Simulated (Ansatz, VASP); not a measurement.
## Two plane-wave programs on Ca

The input INCAR:

```
  PREC = Accurate
  ENCUT = 520
  EDIFF = 1E-6
  ISMEAR = 0
  SIGMA = 0.15
  LREAL = F
  LASPH = T
  NELM = 80
  ALGO = Fast
  ISIF = 2
  LWAVE = F
  LCHARG = F
  GGA = PE
  NBANDS = 11
```

The input KPOINTS:

```
Automatic mesh
0
Gamma
  16 16 16
```

POSCAR

```
Ca
1.0
   -2.2603350262      2.2603350262      2.0863090695
    2.2603350262     -2.2603350262      2.0863090695
    2.2603350262      2.2603350262     -2.0863090695
Ca
1
Direct
    0.5000000000      0.5000000000      0.0000000000
```

Input for Ansatz:

```yaml
crystal:
  lattice:
    - [-2.2603350262, 2.2603350262, 2.0863090695]
    - [2.2603350262, -2.2603350262, 2.0863090695]
    - [2.2603350262, 2.2603350262, -2.0863090695]
  atoms:
    - { symbol: Ca, position: [0.5, 0.5, 0.0] }
basis:
  ecutwfc: 420
kpoints:
  mp_grid: { grid: [16, 16, 16] }
hamiltonian:
  xc: pbe
scf:
  occupations: { method: gaussian, width: 0.15 }
output:
  forces: true
  stress: true
  eigenvalues: true
```

Change from the starting cell: strain +0.025 along x and y, -0.050 along z, atoms carried along.

Alike in both runs: task single point; functional PBE; k mesh 16 × 16 × 16; occupations gaussian, width 0.15 eV; no spin polarisation.

|  | VASP | Ansatz |
| --- | --- | --- |
| version | VASP 6.6.1 | Ansatz 0.2.0 |
| potentials or method | VASP PAW PBE potentials, release 64 (Ca_sv), cutoff 520 eV | scalar-relativistic, plane waves, PAW |
| valence electrons in the cell | 10 | 10 |

|  | VASP | Ansatz | Ansatz less VASP |
| --- | --- | --- | --- |
| gap on the k mesh at the Fermi level (eV) | none | none | - |
| pressure (GPa) | -0.2 | -0.2 | -0.01 |
| traceless stress, the component that is largest in VASP (GPa) | 0.11 | 0.11 | +0.001 |

A gap of «none» marks a metal or a gap that the smearing closes.
